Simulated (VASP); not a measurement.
# C (R-3m) in VASP: a series of runs

C is run at these levels: r2SCAN; tasks: single point.

All numbers are computed with VASP 6.6.1; they aren't measurements. Logs are shortened: lines on timing, memory, paths and dates and some standing lists are left out, and cuts for length are marked.

## 1. The cell of the first run

Symmetry: R-3m, No. 166, trigonal system. The conventional cell has a = 2.395 Å, b = 2.395 Å, c = 10.543 Å, α = 90.00°, β = 90.00°, γ = 120.00°. C (site symmetry 3m) has 3 C at 1.38 Å within 1.8 Å.

## 2. Single point, r2SCAN (strain -0.025 along x and y, +0.050 along z)

POSCAR

```
C
1.0
    1.1973256878      0.6912763082      3.5143613814
   -1.1973256878      0.6912763082      3.5143613814
    0.0000000000     -1.3825526163      3.5143613814
C
2
Direct
    0.1640000000      0.1640000000      0.1640000000
    0.8360000000      0.8360000000      0.8360000000
```

INCAR.step1

```
PREC = Accurate
ENCUT = 520
ISMEAR = 0
SIGMA = 0.05
LREAL = False
LASPH = True
NELM = 60
NBANDS = 11
GGA = PE
ALGO = Normal
EDIFF = 1E-4
LWAVE = True
LCHARG = False
```

INCAR.step2

```
PREC = Accurate
ENCUT = 520
EDIFF = 1E-6
ISMEAR = 0
SIGMA = 0.05
LREAL = False
LASPH = True
NELM = 60
ALGO = Normal
ISIF = 2
LWAVE = False
LCHARG = False
METAGGA = R2SCAN
LMIXTAU = True
NBANDS = 11
ISTART = 1
```

KPOINTS

```
Automatic mesh
0
Gamma
  12 12 12
```

Potentials or basis: VASP PAW PBE potentials, release 64 (C).

Started as:

```bash
> cat potpaw_PBE.64/C/POTCAR > POTCAR
> cp INCAR.step1 INCAR
> mpirun -np 1 vasp_std > vasp.out
> cp INCAR.step2 INCAR
> mpirun -np 1 vasp_std > vasp.out
```

OUTCAR:

```text
PREC = Accurate
   ENCUT = 520
   EDIFF = 1E-6
   ISMEAR = 0
   LREAL = False
   LASPH = True
   NELM = 60
   ISIF = 2
   METAGGA = R2SCAN
   ISTART = 1

 ion  position               nearest neighbor table
   1  0.164  0.164  0.164-   2 1.38   2 1.38   2 1.38
   2  0.836  0.836  0.836-   1 1.38   1 1.38   1 1.38

  LATTYP: Found a trigonal (rhomboedric) cell.
 ALAT       =     3.7765311671
 COS(alpha) =     0.7989664928

  Lattice vectors:

 A1 = (   1.1973256878,   0.6912763082,   3.5143613814)
 A2 = (  -1.1973256878,   0.6912763082,   3.5143613814)
 A3 = (   0.0000000000,  -1.3825526163,   3.5143613814)

Analysis of symmetry for initial positions (statically):
=====================================================================
 Subroutine PRICEL returns:
 Original cell was already a primitive cell.

 Routine SETGRP: Setting up the symmetry group for a
 trigonal (rhombohedral) supercell.

 Subroutine GETGRP returns: Found 12 space group operations
 (whereof 12 operations were pure point group operations)
 out of a pool of 12 trial point group operations.

The static configuration has the point symmetry D_3d.

Analysis of symmetry for dynamics (positions and initial velocities):
=====================================================================
 Subroutine PRICEL returns:
 Original cell was already a primitive cell.

 Routine SETGRP: Setting up the symmetry group for a
 trigonal (rhombohedral) supercell.

 Subroutine GETGRP returns: Found 12 space group operations
 (whereof 12 operations were pure point group operations)
 out of a pool of 12 trial point group operations.

The dynamic configuration has the point symmetry D_3d.

 Subroutine INISYM returns: Found 12 space group operations
 (whereof 12 operations are pure point group operations),
 and found     1 'primitive' translations

----------------------------------------------------------------------------------------

                                     Primitive cell

  volume of cell :      17.4527

  direct lattice vectors                    reciprocal lattice vectors
     1.197325688  0.691276308  3.514361381     0.417597321  0.241099926  0.094848906
    -1.197325688  0.691276308  3.514361381    -0.417597321  0.241099926  0.094848906
     0.000000000 -1.382552616  3.514361381     0.000000000 -0.482199852  0.094848906

  length of vectors
     3.776531167  3.776531167  3.776531167     0.491439734  0.491439734  0.491439734

  position of ions in fractional coordinates (direct lattice)
     0.164000000  0.164000000  0.164000000
     0.836000000  0.836000000  0.836000000

  ion indices of the primitive-cell ions
   primitive index   ion index
                 1           1
                 2           2

----------------------------------------------------------------------------------------

 KPOINTS: Automatic mesh

Automatic generation of k-mesh.
 Grid dimensions read from file:
 generate k-points for:   12   12   12

 Generating k-lattice:

  Cartesian coordinates                     Fractional coordinates (reciprocal lattice)
     0.034799777  0.020091660  0.007904076     0.083333333 -0.000000000 -0.000000000
    -0.034799777  0.020091660  0.007904076    -0.000000000  0.083333333 -0.000000000
     0.000000000 -0.040183321  0.007904076     0.000000000  0.000000000  0.083333333

  Length of vectors
     0.040953311  0.040953311  0.040953311

  Shift w.r.t. Gamma in fractional coordinates (k-lattice)
     0.000000000  0.000000000  0.000000000

 Subroutine IBZKPT returns following result:
 ===========================================

 Found    189 irreducible k-points:

 Following reciprocal coordinates:
            Coordinates               Weight
  0.000000  0.000000  0.000000      1.000000
  0.083333  0.000000  0.000000      6.000000
  0.166667 -0.000000  0.000000      6.000000
  0.250000  0.000000  0.000000      6.000000
  0.333333  0.000000  0.000000      6.000000
  0.416667  0.000000  0.000000      6.000000
[... 16 lines left out ...]
  0.500000  0.166667  0.000000     12.000000
 -0.416667  0.166667 -0.000000     12.000000
 [... further k-points ...]
   k-points           NKPTS =    189   k-points in BZ     NKDIM =    189   number of bands    NBANDS=     11
   number of dos      NEDOS =    301   number of ions     NIONS =      2
   total plane-waves  NPLWV =  21952
   dimension x,y,z NGX =    28 NGY =   28 NGZ =   28
   dimension x,y,z NGXF=    56 NGYF=   56 NGZF=   56
   ions per type =               2
   NGX,Y,Z   is equivalent  to a cutoff of  12.33, 12.33, 12.33 a.u.
   NGXF,Y,Z  is equivalent  to a cutoff of  24.65, 24.65, 24.65 a.u.
 SYSTEM =  unknown system
   PREC   = accura    normal or accurate (medium, high low for compatibility)
   ISTART =      1    job   : 0-new  1-cont  2-samecut
   ICHARG =      0    charge: 1-file 2-atom 10-const
   ISPIN  =      1    spin polarized calculation?
   LNONCOLLINEAR =      F non collinear calculations
   LSORBIT =      F    spin-orbit coupling
   LASPH  =      T    aspherical Exc in radial PAW
   ENCUT  =  520.0 eV  38.22 Ry    6.18 a.u.   7.02  7.02  7.02*2*pi/ulx,y,z
   NELM   =     60;   NELMIN=  2; NELMDL=  0     # of ELM steps
   EDIFF  = 0.1E-05   stopping-criterion for ELM
   LREAL  =      F    real-space projection
   EDIFFG = 0.1E-04   stopping-criterion for IOM
   NSW    =      0    number of steps for IOM
   IBRION =     -1    ionic relax: 0-MD 1-quasi-New 2-CG
   NFREE  =      0    steps in history (QN), initial steepest desc. (CG)
   ISIF   =      2    stress and relaxation
   ISYM   =      2    0-nonsym 1-usesym 2-fastsym
   POTIM  = 0.5000    time-step for ionic-motion
   TEBEG  =    0.0;   TEEND  =   0.0 temperature during run
   PSTRESS=    0.0 pullay stress
   NELECT =       8.0000    total number of electrons
   NUPDOWN=      -1.0000    fix difference up-down
   EMIN   =  10.00;   EMAX   =-10.00  energy-range for DOS
   EFERMI =   0.00;   METHOD = LEGACY
   ISMEAR =     0;   SIGMA  =   0.05  broadening in eV -4-tet -1-fermi 0-gaus
   EFERMI_NEDOS =   21; number of points for ismear=-14 and -15
   IALGO  =     38    algorithm
   IMIX   =      4    mixing-type and parameters
     AMIX     =   0.40;   BMIX     =  1.00
     AMIX_MAG =   1.60;   BMIX_MAG =  1.00
  volume/ion in A,a.u.               =       8.73        58.89
  Fermi-wavevector in a.u.,A,eV,Ry     =   1.262266  2.385337 21.678379  1.593316
  Thomas-Fermi vector in A             =   2.395683
   LORBIT       =      0    0 simple, 1 ext, 2 COOP (PROOUT), +10 PAW based schemes
   METAGGA = R2SCAN    functional components
   LHFCALC =     F    Hartree Fock is set to
   AEXX    =    0.0000 exact exchange contribution
   IVDW    =     0    specifies the selected vdW correction
   LEPSILON=     F    determine dielectric tensor
   LRPA    =     F    only Hartree local field effects (RPA)
 non-spin polarized calculation
 Gauss-broadening in eV      SIGMA  =   0.05
  energy-cutoff  :      520.00
  volume of cell :       17.45
 maximum number of plane-waves:       487
   NGX = 13   NGY = 13   NGZ = 13

 number of electron       8.0000000 magnetization

 Free energy of the ion-electron system (eV)
  ---------------------------------------------------
  ext. energy  EPLUGINS =         0.00000000
  ---------------------------------------------------
  free energy    TOTEN  =       -19.74763386 eV

  energy without entropy =      -19.74763386  energy(sigma->0) =      -19.74763386

 E-fermi :   4.6861     XC(G=0): -10.9802

 val. band max:        4.4576282684   @ k =  -0.3333   0.3333   0.0000
 cond. band min:       5.0387796474   @ k =  -0.3333   0.3333   0.0000
 fundamental gap:      0.5811513791
 Fermi energy:         4.6860623235

 k-point     1 :       0.0000    0.0000    0.0000
  band No.  band energies     occupation
      1     -16.8292      2.00000
      2      -3.0986      2.00000
      3       1.6086      2.00000
      4       1.6086      2.00000
      5       8.4055      0.00000
      6      14.0053      0.00000
      7      14.0053      0.00000
      8      18.2317      0.00000
      9      19.9352      0.00000
     10      29.8793      0.00000
     11      30.3099      0.00000

 k-point     2 :       0.0833    0.0000    0.0000
  band No.  band energies     occupation
      1     -16.6444      2.00000
      2      -2.8976      2.00000
      3       0.8823      2.00000
      4       1.2155      2.00000
      5       8.6578      0.00000
      6      14.1217      0.00000
      7      14.8054      0.00000
      8      17.5235      0.00000
      9      20.2339      0.00000
     10      29.7181      0.00000
     11      30.4744      0.00000

 k-point     3 :       0.1667   -0.0000    0.0000
  band No.  band energies     occupation
      1     -16.0921      2.00000
      2      -2.3013      2.00000
      3      -0.9437      2.00000
      4       0.3021      2.00000
      5       9.4072      0.00000
      6      14.1833      0.00000
      7      15.6972      0.00000
      8      16.9183      0.00000
      9      21.1509      0.00000
     10      27.7819      0.00000
     11      30.8599      0.00000

 k-point     4 :       0.2500    0.0000    0.0000
  band No.  band energies     occupation
      1     -15.1789      2.00000
      2      -3.3006      2.00000
      3      -1.3074      2.00000
      4      -0.7036      2.00000
      5      10.5552      0.00000
      6      13.2616      0.00000
      7      14.0999      0.00000
      8      19.8337      0.00000
      9      22.2554      0.00000
     10      25.8397      0.00000
     11      29.0831      0.00000
[... 239 lines left out ...]
 k-point    22 :       0.4167    0.1667    0.0000
  band No.  band energies     occupation
      1     -13.3591      2.00000
      2      -5.5950      2.00000
      3      -3.4319      2.00000
      4       0.3093      2.00000
      5       9.7909      0.00000
      6      14.0493      0.00000
      7      16.6005      0.00000
      8      19.3493      0.00000
      9      20.7399      0.00000
     10      25.4438      0.00000
     11      29.2472      0.00000

 k-point    23 :       0.5000    0.1667    0.0000
  band No.  band energies     occupation
      1     -11.8058      2.00000
      2      -7.7593      2.00000
      3      -4.0621      2.00000
      4       1.8439      2.00000
      5       7.7397      0.00000
      6      15.8559      0.00000
      7      16.5336      0.00000
      8      19.0673      0.00000
      9      20.4180      0.00000
     10      25.1357      0.00000
     11      29.8565      0.00000

 k-point    24 :      -0.4167    0.1667   -0.0000
  band No.  band energies     occupation
      1     -10.3985      2.00000
      2      -9.3964      2.00000
      3      -4.2666      2.00000
      4       2.9993      2.00000
      5       6.4325      0.00000
      6      16.3301      0.00000
      7      16.9492      0.00000
      8      17.6129      0.00000
      9      20.8640      0.00000
     10      26.1795      0.00000
     11      29.5035      0.00000

 [... further k-points ...]
[... 5 lines left out ...]
  --------------------------------------------------------------------------------------
  -------------------------------------------------------------------------------------
  Total        3.8802588      3.8802588     -0.1008802      0.0000000     -0.0000000      0.0000000
  in kB      356.2128895    356.2128895     -9.2609318      0.0000000     -0.0000000      0.0000000
  external PRESSURE =     234.3882824 kB  Pullay stress =       0.0000000 kB

 VOLUME and BASIS-vectors are now :
 -----------------------------------------------------------------------------
  energy-cutoff  :      520.00
  volume of cell :       17.45
      direct lattice vectors                 reciprocal lattice vectors
     1.197325688  0.691276308  3.514361381     0.417597321  0.241099926  0.094848906
    -1.197325688  0.691276308  3.514361381    -0.417597321  0.241099926  0.094848906
     0.000000000 -1.382552616  3.514361381     0.000000000 -0.482199852  0.094848906

 POSITION                                       TOTAL-FORCE (eV/Angst)
 -----------------------------------------------------------------------------------
      0.00000      0.00000      1.72907         0.000000      0.000000      0.940330
      0.00000      0.00000      8.81402         0.000000     -0.000000     -0.940330
 -----------------------------------------------------------------------------------
    total drift:                                0.000000     -0.000000      0.000000

  FREE ENERGIE OF THE ION-ELECTRON SYSTEM (eV)
  ---------------------------------------------------
  free  energy   TOTEN  =       -19.7476338567 eV

  energy  without entropy=      -19.7476338567  energy(sigma->0) =      -19.74763386
```

It took 3 min on 1 thread of Intel Xeon Platinum 8259CL at 2.50GHz (Skylake/Cascade Lake), shared host; peak memory 0.17 GiB.

What came out:

| Quantity | Value |
| --- | --- |
| Free energy | -19.7476 eV |
| Pressure | 23.4 GPa |
| Largest force | 0.940 eV/Å |
| Band gap on the k mesh | 0.58 eV, direct |

Forces on the atoms (eV/Å):
```
C    0.000  0.000  0.940
C    0.000  0.000 -0.940
```

Caveat: the cell differs from its parent crystal (strain -0.025 along x and y, +0.050 along z); the PAW data sets were made with another functional, which shifts forces and pressure a little. A k mesh can miss the band edges.

## 3. Single point, r2SCAN (strain +0.000 along x and y, +0.025 along z)

POSCAR

```
C
1.0
    1.2280263465      0.7090013417      3.4306861104
   -1.2280263465      0.7090013417      3.4306861104
    0.0000000000     -1.4180026834      3.4306861104
C
2
Direct
    0.1640000000      0.1640000000      0.1640000000
    0.8360000000      0.8360000000      0.8360000000
```

INCAR.step1

```
PREC = Accurate ; ENCUT = 520
ISMEAR = 0 ; SIGMA = 0.05
LREAL = F ; LASPH = T
NELM = 100 ; NBANDS = 11
GGA = PE ; ALGO = Normal
EDIFF = 1E-4 ; LWAVE = T
LCHARG = F
```

INCAR.step2

```
PREC = Accurate ; ENCUT = 520
EDIFF = 1E-6 ; ISMEAR = 0
SIGMA = 0.05 ; LREAL = F
LASPH = T ; NELM = 100
ALGO = Normal ; ISIF = 2
LWAVE = F ; LCHARG = T
METAGGA = R2SCAN ; LMIXTAU = T
LELF = T ; LVHAR = T
NBANDS = 11 ; ISTART = 1
```

KPOINTS

```
regular mesh
0
Gamma
  12 12 12
```

Potentials or basis: VASP PAW PBE potentials, release 64 (C).

Started as:

```bash
> cat potpaw_PBE.64/C/POTCAR > POTCAR
> cp INCAR.step1 INCAR
> mpirun -np 1 vasp_std > vasp.out
> cp INCAR.step2 INCAR
> mpirun -np 1 vasp_std > vasp.out
```

It took 3 min on 1 thread of Intel Xeon Platinum 8259CL at 2.50GHz (Skylake/Cascade Lake), shared host; peak memory 0.17 GiB.

It converged, with:

```
Free energy            : -19.8488 eV
Pressure               : 0.6 GPa
Largest force          : 0.926 eV/Å
Band gap on the k mesh : 0.69 eV, direct
```

Forces in eV/Å, atoms in the order of the input:
```
C    0.000  0.000  0.926
C    0.000  0.000 -0.926
```

Stress tensor (GPa, compression positive):
```
 0.96  0.00  0.00
 0.00  0.96  0.00
 0.00  0.00 -0.10
```

Levels at points of the mesh, in eV from the valence-band top:
```tsv
k point	band 1	band 2	band 3	band 4	band 5	band 6	band 7	band 8
(0.00, 0.00, 0.00)	-20.60	-6.80	-2.82	-2.82	4.52	9.10	9.10	12.80
(0.50, 0.00, 0.00)	-15.00	-13.75	-6.42	-1.80	2.33	8.31	13.01	13.02
(0.50, 0.50, 0.00)	-14.90	-13.68	-6.47	-2.54	1.86	7.96	13.73	16.09
(0.50, 0.50, 0.50)	-20.35	-8.61	-2.84	-2.84	9.07	9.07	10.91	12.78
```

Caveat: the cell differs from its parent crystal (strain +0.000 along x and y, +0.025 along z); the PAW data sets were made with another functional, which shifts forces and pressure a little.

## 4. Single point, r2SCAN (strain +0.050 along x and y, -0.025 along z)

POSCAR

```
C
1.0
    1.2894276638      0.7444514088      3.2633355684
   -1.2894276638      0.7444514088      3.2633355684
    0.0000000000     -1.4889028176      3.2633355684
C
2
Direct
    0.1640000000      0.1640000000      0.1640000000
    0.8360000000      0.8360000000      0.8360000000
```

INCAR.step1

```
SYSTEM = C
ALGO     = Normal         ! electronic algorithm
EDIFF    = 1E-4           ! SCF threshold, eV
ENCUT    = 520            ! plane-wave cutoff, eV
GGA      = PE             ! functional
ISMEAR   = 0              ! smearing method
LASPH    = .TRUE.         ! aspherical terms in the spheres
LCHARG   = .FALSE.        ! write CHGCAR
LREAL    = .FALSE.        ! projectors in reciprocal space
LWAVE    = .TRUE.         ! write WAVECAR
NBANDS   = 11             ! bands
NELM     = 60             ! most SCF steps
PREC     = Accurate       ! precision mode
SIGMA    = 0.05           ! smearing width, eV
```

INCAR.step2

```
SYSTEM = C
ALGO     = Normal         ! electronic algorithm
EDIFF    = 1E-7           ! SCF threshold, eV
ENCUT    = 520            ! plane-wave cutoff, eV
ISIF     = 2              ! what is computed and relaxed
ISMEAR   = 0              ! smearing method
ISTART   = 1            
LASPH    = .TRUE.         ! aspherical terms in the spheres
LCHARG   = .FALSE.        ! write CHGCAR
LMIXTAU  = .TRUE.       
LREAL    = .FALSE.        ! projectors in reciprocal space
LWAVE    = .FALSE.        ! write WAVECAR
METAGGA  = R2SCAN         ! meta-GGA
NBANDS   = 11             ! bands
NELM     = 60             ! most SCF steps
PREC     = Accurate       ! precision mode
SIGMA    = 0.05           ! smearing width, eV
```

KPOINTS

```
k-points
0
G
  12 12 12
  0 0 0
```

Started as:

```bash
> cat potpaw_PBE.64/C/POTCAR > POTCAR
> cp INCAR.step1 INCAR
> mpirun -np 1 vasp_std > vasp.out
> cp INCAR.step2 INCAR
> mpirun -np 1 vasp_std > vasp.out
```

Wall time 3.8 min (1 thread of Intel Xeon Platinum 8259CL at 2.50GHz (Skylake/Cascade Lake), shared host); peak memory 0.17 GiB.

The run converged. Its results:

```yaml
Free_energy: -19.5436 eV
Pressure: -33.4 GPa
Largest_force: 0.828 eV/Å
Band_gap_on_the_k_mesh: 0.95 eV, direct
```

Forces on the atoms (eV/Å):
```
C    0.000  0.000  0.828
C    0.000  0.000 -0.828
```

Stress tensor (GPa, compression positive):
```
-51.33   0.00   0.00
  0.00 -51.33   0.00
  0.00   0.00   2.33
```

Levels at points of the mesh, in eV from the valence-band top:
| k point | band 1 | band 2 | band 3 | band 4 | band 5 | band 6 | band 7 | band 8 | band 9 |
| --- | --- | --- | --- | --- | --- | --- | --- | --- | --- |
| (0.00, 0.00, 0.00) | -19.33 | -5.31 | -2.69 | -2.69 | 5.72 | 8.34 | 8.34 | 10.56 | 11.09 |
| (0.50, 0.00, 0.00) | -14.34 | -12.70 | -5.81 | -1.22 | 2.40 | 7.09 | 13.05 | 13.45 | 18.58 |
| (0.50, 0.50, 0.00) | -14.18 | -12.59 | -5.91 | -2.26 | 1.88 | 6.59 | 13.75 | 16.86 | 18.87 |
| (0.50, 0.50, 0.50) | -18.94 | -7.75 | -2.72 | -2.72 | 8.28 | 8.28 | 10.30 | 11.30 | 12.88 |

Caveat: the cell differs from its parent crystal (strain +0.050 along x and y, -0.025 along z); the PAW data sets were made with another functional, which shifts forces and pressure a little. A k mesh can miss the band edges.

## 5. Summary

```csv
cell,gap on the mesh (eV),pressure (GPa),largest force (eV/Å)
"a = 3.777 Å, angles 37.0°, 2 atoms",0.58,23.4,0.94
"a = 3.712 Å, angles 38.6°, 2 atoms",0.69,0.6,0.93
"a = 3.587 Å, angles 42.1°, 2 atoms",0.95,-33.4,0.83
```

Alike in all rows: task single point; level r2SCAN; potentials or basis VASP PAW PBE potentials, release 64 (C); no spin polarisation; k mesh 12 × 12 × 12; cutoff (eV) 520; smearing gaussian 0.05 eV.

Caveats: the PAW data sets were made with another functional, which shifts forces and pressure a little.

Absolute energies hang on the potentials; compare differences alone.
